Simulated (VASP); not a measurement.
# TlH5 (P6mm) in VASP: further runs

The runs below take TlH5 through single point, relaxation of cell and atoms, with PBE.

Program: VASP 6.6.1. These are calculated values, not measurements. Logs are shortened: lines on timing, memory, paths and dates and some standing lists are left out, and cuts for length are marked.

### Step 1. The cell of the first run

It takes space group P6mm (No. 183, hexagonal). Conventional cell: a = 3.013 Å, b = 3.013 Å, c = 6.794 Å, α = 90.00°, β = 90.00°, γ = 120.00°. Within 2.4 Å of Tl (site symmetry 6mm) lie 1 H at 1.83 Å. H (site symmetry 2mm) has 6 H at 1.51 Å within 2.0 Å. H (site symmetry 6mm) has 1 Tl at 1.83 Å and 1 H at 2.18 Å within 2.4 Å. H (site symmetry 6mm) has 6 H at 1.51 Å within 2.0 Å.

The cell was generated, and may not be a known phase.

### Step 2. Single point, PBE

The input, INCAR:

```
SYSTEM = TlH5
PREC = Accurate
ENCUT = 520
EDIFF = 1E-6
ISMEAR = 0
SIGMA = 0.1
LREAL = .False.
LASPH = .True.
NELM = 100
ALGO = Normal
ISIF = 2
LWAVE = .False.
LCHARG = .False.
GGA = PE
NBANDS = 18
```

The input, KPOINTS:

```
regular mesh
0
Gamma
  6 6 4
  0 0 0
```

The input, POSCAR:

```
TlH5
1.0
    3.0129662230      0.0000000000      0.0000000000
   -1.5064831115      2.6093052899      0.0000000000
    0.0000000000      0.0000000000      6.7944403693
Tl H
1 5
Direct
    0.0000000000      0.0000000000      0.5311643933
    0.5000000000      0.0000000000      0.1132677234
    0.0000000000      0.5000000000      0.1132677234
    0.5000000000      0.5000000000      0.1132677234
    0.0000000000      0.0000000000      0.8011338141
    0.0000000000      0.0000000000      0.1221036424
```

Potentials or basis: VASP PAW PBE potentials, release 64 (Tl_d, H).

Started as:

```console
> cat potpaw_PBE.64/Tl_d/POTCAR potpaw_PBE.64/H/POTCAR > POTCAR
> mpirun -np 1 vasp_std > vasp.out
```

OUTCAR:

```text
SYSTEM = TlH5
   PREC = Accurate
   ENCUT = 520
   EDIFF = 1E-6
   ISMEAR = 0
   LREAL = .False.
   LASPH = .True.
   NELM = 100
   ISIF = 2
   GGA = PE

 ion  position               nearest neighbor table
   1  0.000  0.000  0.531-   5 1.83
   2  0.500  0.000  0.113-
   3  0.000  0.500  0.113-
   4  0.500  0.500  0.113-
   5  0.000  0.000  0.801-   1 1.83
   6  0.000  0.000  0.122-

  LATTYP: Found a hexagonal cell.
 ALAT       =     3.0129662230
 C/A-ratio  =     2.2550668897

  Lattice vectors:

 A1 = (   3.0129662230,   0.0000000000,   0.0000000000)
 A2 = (  -1.5064831115,   2.6093052899,   0.0000000000)
 A3 = (   0.0000000000,   0.0000000000,   6.7944403693)

Analysis of symmetry for initial positions (statically):
=====================================================================
 Subroutine PRICEL returns:
 Original cell was already a primitive cell.

 Routine SETGRP: Setting up the symmetry group for a
 hexagonal supercell.

 Subroutine GETGRP returns: Found 12 space group operations
 (whereof 12 operations were pure point group operations)
 out of a pool of 24 trial point group operations.

The static configuration has the point symmetry C_6v.

Analysis of symmetry for dynamics (positions and initial velocities):
=====================================================================
 Subroutine PRICEL returns:
 Original cell was already a primitive cell.

 Routine SETGRP: Setting up the symmetry group for a
 hexagonal supercell.

 Subroutine GETGRP returns: Found 12 space group operations
 (whereof 12 operations were pure point group operations)
 out of a pool of 24 trial point group operations.

The dynamic configuration has the point symmetry C_6v.

 Subroutine INISYM returns: Found 12 space group operations
 (whereof 12 operations are pure point group operations),
 and found     1 'primitive' translations

----------------------------------------------------------------------------------------

                                     Primitive cell

  volume of cell :      53.4162

  direct lattice vectors                    reciprocal lattice vectors
     3.012966223  0.000000000  0.000000000     0.331898842  0.191621886  0.000000000
    -1.506483111  2.609305290  0.000000000     0.000000000  0.383243771  0.000000000
     0.000000000  0.000000000  6.794440369     0.000000000  0.000000000  0.147179156

  length of vectors
     3.012966223  3.012966223  6.794440369     0.383243771  0.383243771  0.147179156

  position of ions in fractional coordinates (direct lattice)
     0.000000000  0.000000000  0.531164393
     0.500000000  0.000000000  0.113267723
     1.000000000  0.500000000  0.113267723
     0.500000000  0.500000000  0.113267723
     0.000000000  0.000000000  0.801133814
     0.000000000  0.000000000  0.122103642

  ion indices of the primitive-cell ions
   primitive index   ion index
                 1           1
                 2           2
                 3           3
                 4           4
                 5           5
                 6           6

----------------------------------------------------------------------------------------

 KPOINTS: regular mesh

Automatic generation of k-mesh.
 Grid dimensions read from file:
 generate k-points for:    6    6    4

 Generating k-lattice:

  Cartesian coordinates                     Fractional coordinates (reciprocal lattice)
     0.055316474  0.031936981  0.000000000     0.166666667 -0.000000000  0.000000000
     0.000000000  0.063873962  0.000000000     0.000000000  0.166666667  0.000000000
     0.000000000  0.000000000  0.036794789     0.000000000  0.000000000  0.250000000

  Length of vectors
     0.063873962  0.063873962  0.036794789

  Shift w.r.t. Gamma in fractional coordinates (k-lattice)
     0.000000000  0.000000000  0.000000000

 Subroutine IBZKPT returns following result:
 ===========================================

 Found     21 irreducible k-points:

 Following reciprocal coordinates:
            Coordinates               Weight
  0.000000  0.000000  0.000000      1.000000
  0.166667  0.000000  0.000000      6.000000
  0.333333  0.000000  0.000000      6.000000
  0.500000 -0.000000  0.000000      3.000000
  0.166667  0.166667  0.000000      6.000000
  0.333333  0.166667  0.000000     12.000000
[... 13 lines left out ...]
  0.333333  0.166667  0.500000     12.000000
  0.333333  0.333333  0.500000      2.000000
   k-points           NKPTS =     21   k-points in BZ     NKDIM =     21   number of bands    NBANDS=     18
   number of dos      NEDOS =    301   number of ions     NIONS =      6
   total plane-waves  NPLWV =  31104
   dimension x,y,z NGX =    24 NGY =   24 NGZ =   54
   dimension x,y,z NGXF=    48 NGYF=   48 NGZF=  108
   ions per type =               1   5
   NGX,Y,Z   is equivalent  to a cutoff of  13.24, 13.24, 13.21 a.u.
   NGXF,Y,Z  is equivalent  to a cutoff of  26.48, 26.48, 26.43 a.u.
 SYSTEM =  TlH5
   PREC   = accura    normal or accurate (medium, high low for compatibility)
   ISTART =      0    job   : 0-new  1-cont  2-samecut
   ICHARG =      2    charge: 1-file 2-atom 10-const
   ISPIN  =      1    spin polarized calculation?
   LNONCOLLINEAR =      F non collinear calculations
   LSORBIT =      F    spin-orbit coupling
   LASPH  =      T    aspherical Exc in radial PAW
   ENCUT  =  520.0 eV  38.22 Ry    6.18 a.u.   5.60  5.60 12.63*2*pi/ulx,y,z
   NELM   =    100;   NELMIN=  2; NELMDL= -5     # of ELM steps
   EDIFF  = 0.1E-05   stopping-criterion for ELM
   LREAL  =      F    real-space projection
   EDIFFG = 0.1E-04   stopping-criterion for IOM
   NSW    =      0    number of steps for IOM
   IBRION =     -1    ionic relax: 0-MD 1-quasi-New 2-CG
   NFREE  =      0    steps in history (QN), initial steepest desc. (CG)
   ISIF   =      2    stress and relaxation
   ISYM   =      2    0-nonsym 1-usesym 2-fastsym
   POTIM  = 0.5000    time-step for ionic-motion
   TEBEG  =    0.0;   TEEND  =   0.0 temperature during run
   PSTRESS=    0.0 pullay stress
   NELECT =      18.0000    total number of electrons
   NUPDOWN=      -1.0000    fix difference up-down
   EMIN   =  10.00;   EMAX   =-10.00  energy-range for DOS
   EFERMI =   0.00;   METHOD = LEGACY
   ISMEAR =     0;   SIGMA  =   0.10  broadening in eV -4-tet -1-fermi 0-gaus
   EFERMI_NEDOS =   21; number of points for ismear=-14 and -15
   IALGO  =     38    algorithm
   IMIX   =      4    mixing-type and parameters
     AMIX     =   0.40;   BMIX     =  1.00
     AMIX_MAG =   1.60;   BMIX_MAG =  1.00
  volume/ion in A,a.u.               =       8.90        60.08
  Fermi-wavevector in a.u.,A,eV,Ry     =   1.139221  2.152816 17.657980  1.297825
  Thomas-Fermi vector in A             =   2.275925
   LORBIT       =      0    0 simple, 1 ext, 2 COOP (PROOUT), +10 PAW based schemes
   GGA     = PE    functional components
   LHFCALC =     F    Hartree Fock is set to
   AEXX    =    0.0000 exact exchange contribution
   IVDW    =     0    specifies the selected vdW correction
   LEPSILON=     F    determine dielectric tensor
   LRPA    =     F    only Hartree local field effects (RPA)
 non-spin polarized calculation
 Gauss-broadening in eV      SIGMA  =   0.10
  energy-cutoff  :      520.00
  volume of cell :       53.42
 maximum number of plane-waves:      1466
 NGX is ok and might be reduce to    24
   NGX = 11   NGY = 11   NGZ = 25

 number of electron      18.0000001 magnetization

 Free energy of the ion-electron system (eV)
  ---------------------------------------------------
  ext. energy  EPLUGINS =         0.00000000
  ---------------------------------------------------
  free energy    TOTEN  =       -13.53010176 eV

  energy without entropy =      -13.52862410  energy(sigma->0) =      -13.52936293

 E-fermi :   3.0832     XC(G=0):  -9.3759

 val. band max:        2.7974044341   @ k =   0.3333   0.1667   0.5000
 cond. band min:       3.1515316127   @ k =   0.5000  -0.0000   0.2500
 fundamental gap:      0.3541271786
 Fermi energy:         3.0831738559

 k-point     1 :       0.0000    0.0000    0.0000
  band No.  band energies     occupation
      1      -9.6548      2.00000
      2      -9.0895      2.00000
      3      -9.0895      2.00000
      4      -8.5550      2.00000
      5      -8.2276      2.00000
      6      -8.2276      2.00000
[... 10 lines left out ...]
     17      16.4518      0.00000
     18      18.2966      0.00000

 k-point     2 :       0.1667    0.0000    0.0000
  band No.  band energies     occupation
      1      -9.4448      2.00000
      2      -9.1097      2.00000
      3      -8.8218      2.00000
      4      -8.4603      2.00000
      5      -8.2696      2.00000
      6      -7.9275      2.00000
[... 10 lines left out ...]
     17      16.4625      0.00000
     18      18.2865      0.00000

 k-point     3 :       0.3333    0.0000    0.0000
  band No.  band energies     occupation
      1      -9.6452      2.00000
      2      -8.8437      2.00000
      3      -8.6917      2.00000
      4      -8.3526      2.00000
      5      -8.2423      2.00000
      6      -6.0505      2.00000
[... 10 lines left out ...]
     17      15.5194      0.00000
     18      16.9516      0.00000

 k-point     4 :       0.5000   -0.0000    0.0000
  band No.  band energies     occupation
      1      -9.7904      2.00000
      2      -9.0163      2.00000
      3      -8.4978      2.00000
      4      -8.3936      2.00000
      5      -7.9259      2.00000
      6      -3.1693      2.00000
[... 312 lines left out ...]
      4      -8.4210      2.00000
      5      -8.3726      2.00000
      6      -6.5573      2.00000
[... 10 lines left out ...]
     17      16.6477      0.00000
     18      17.7461      0.00000

 k-point    20 :       0.3333    0.1667    0.5000
  band No.  band energies     occupation
      1      -9.4332      2.00000
      2      -8.9207      2.00000
      3      -8.6191      2.00000
      4      -8.5032      2.00000
      5      -8.2314      2.00000
      6      -4.1775      2.00000
[... 10 lines left out ...]
     17      14.4466      0.00000
     18      16.4144      0.00000

 k-point    21 :       0.3333    0.3333    0.5000
  band No.  band energies     occupation
      1      -8.8017      2.00000
      2      -8.8017      2.00000
      3      -8.7697      2.00000
      4      -8.7697      2.00000
      5      -8.5646      2.00000
      6      -1.4963      2.00000
[... 10 lines left out ...]
     17      12.8678      0.00000
     18      13.6647      0.00000

------------------------ aborting loop because EDIFF is reached ----------------------------------------

  FORCE on cell =-STRESS in cart. coord.  units (eV):
  Direction    XX          YY          ZZ          XY          YZ          ZX
  --------------------------------------------------------------------------------------
  -------------------------------------------------------------------------------------
  Total       -0.0873482     -0.0873482     -0.0050138      0.0000000     -0.0000000      0.0000000
  in kB       -2.6199433     -2.6199433     -0.1503836      0.0000000     -0.0000000      0.0000000
  external PRESSURE =      -1.7967567 kB  Pullay stress =       0.0000000 kB

 VOLUME and BASIS-vectors are now :
 -----------------------------------------------------------------------------
  energy-cutoff  :      520.00
  volume of cell :       53.42
      direct lattice vectors                 reciprocal lattice vectors
     3.012966223  0.000000000  0.000000000     0.331898842  0.191621886  0.000000000
    -1.506483111  2.609305290  0.000000000     0.000000000  0.383243771  0.000000000
     0.000000000  0.000000000  6.794440369     0.000000000  0.000000000  0.147179156

 POSITION                                       TOTAL-FORCE (eV/Angst)
 -----------------------------------------------------------------------------------
      0.00000      0.00000      3.60896         0.000000     -0.000000     -0.005551
      1.50648      0.00000      0.76959        -0.000000     -0.000000      0.000926
     -0.75324      1.30465      0.76959        -0.000000     -0.000000      0.000926
      0.75324      1.30465      0.76959         0.000000     -0.000000      0.000926
      0.00000      0.00000      5.44326        -0.000000     -0.000000      0.004889
      0.00000      0.00000      0.82963         0.000000      0.000000     -0.002117
 -----------------------------------------------------------------------------------
    total drift:                               -0.000000     -0.000000     -0.000262

  FREE ENERGIE OF THE ION-ELECTRON SYSTEM (eV)
  ---------------------------------------------------
  free  energy   TOTEN  =       -13.5301017590 eV

  energy  without entropy=      -13.5286240982  energy(sigma->0) =      -13.52936293
```

It took 14 s on 1 thread of Intel Xeon Platinum 8488C (Sapphire Rapids), shared host; peak memory 0.18 GiB.

Results:

* Free energy: -13.5301 eV
* Pressure: -0.2 GPa
* Largest force: 0.006 eV/Å
* Band gap on the k mesh: zero (bands 9 and 10 overlap by 4.43 eV)

Forces in eV/Å, atoms in the order of the input:
```
Tl   0.000  0.000 -0.006
H    0.000  0.000  0.001
H    0.000  0.000  0.001
H    0.000  0.000  0.001
H    0.000  0.000  0.005
H    0.000  0.000 -0.002
```

Levels at points of the mesh, in eV from the Fermi level:
```
           k point  band 7  band 8  band 9  band 10  band 11  band 12
(0.00, 0.00, 0.00)   -9.54   -3.85    4.08     6.07     6.45     6.45
(0.50, 0.00, 0.00)   -6.01   -4.16   -2.23    -0.35     4.03     4.08
(0.00, 0.00, 0.50)   -9.92   -2.85    1.47     6.19     6.45     6.45
(0.50, 0.00, 0.50)   -5.97   -4.50   -2.35     0.51     4.09     4.11
```

Caveat: the k points lie up to 0.40 Å⁻¹ apart, too coarse for converged energies and pressures of a metal; spin-orbit coupling is left out, which moves the levels of the heavy elements.

### Step 3. Single point, PBE

This run uses another cell than the first one, of 9.70 Å³/atom.

The input, INCAR:

```
PREC = Accurate ; ENCUT = 520
EDIFF = 1E-6 ; ISMEAR = 0
SIGMA = 0.1 ; LREAL = F
LASPH = T ; NELM = 80
ALGO = Normal ; ISIF = 2
LWAVE = F ; LCHARG = F
GGA = PE ; NBANDS = 18
```

The input, KPOINTS:

```
Automatic mesh
0
Gamma
  6 6 4
```

The input, POSCAR:

```
TlH5
1.0
    3.1739602800      0.0000000000      0.0000000000
   -1.5869801400      2.7487302400      0.0000000000
    0.0000000000      0.0000000000      6.6741177500
Tl H
1 5
Direct
    0.0000000000      0.0000000000      0.4405756700
    0.5000000000      0.0000000000      0.1812654100
    0.0000000000      0.5000000000      0.1812654100
    0.5000000000      0.5000000000      0.1812654100
    0.0000000000      0.0000000000      0.7044755900
    0.0000000000      0.0000000000      0.1053575300
```

Potentials or basis: VASP PAW PBE potentials, release 64 (Tl_d, H).

Started as:

```console
> cat potpaw_PBE.64/Tl_d/POTCAR potpaw_PBE.64/H/POTCAR > POTCAR
> mpirun -np 1 vasp_std > vasp.out
```

It took 15 s on 1 thread of Intel Xeon Platinum 8488C (Sapphire Rapids), shared host; peak memory 0.17 GiB.

Results (log left out):

| Property | Result |
| --- | --- |
| Free energy | -12.0709 eV |
| Pressure | 5.4 GPa |
| Largest force | 1.040 eV/Å |
| Band gap on the k mesh | zero (bands 9 and 10 overlap by 3.38 eV) |

Forces in eV/Å, atoms in the order of the input:
```
Tl   0.000  0.000  0.715
H    0.000  0.000 -0.742
H    0.000  0.000 -0.742
H    0.000  0.000 -0.742
H    0.000  0.000  1.040
H    0.000  0.000  0.470
```

Stress tensor (GPa, compression positive):
```
 2.61  0.00  0.00
 0.00  2.61  0.00
 0.00  0.00 11.12
```

Levels at points of the mesh, in eV from the Fermi level:
| k point | band 6 | band 7 | band 8 | band 9 | band 10 | band 11 | band 12 | band 13 |
| --- | --- | --- | --- | --- | --- | --- | --- | --- |
| (0.00, 0.00, 0.00) | -11.39 | -7.83 | -2.30 | 3.29 | 4.82 | 4.82 | 6.68 | 8.31 |
| (0.50, 0.00, 0.00) | -6.75 | -6.29 | -4.20 | -0.54 | 0.63 | 2.46 | 2.66 | 6.07 |
| (0.00, 0.00, 0.50) | -11.39 | -8.06 | -1.11 | 1.57 | 4.81 | 4.81 | 6.01 | 9.51 |
| (0.50, 0.00, 0.50) | -6.71 | -6.27 | -4.47 | -0.66 | 1.63 | 2.41 | 2.47 | 7.25 |

Caveat: the k points lie up to 0.38 Å⁻¹ apart, too coarse for converged energies and pressures of a metal; spin-orbit coupling is left out, which moves the levels of the heavy elements; forces of over 1 eV/Å act on the atoms, so gaps and moduli don't describe the material at rest.

[end of part 1 of 2]

The gap in the log of VASP goes by the Fermi energy; the results here count the filled bands.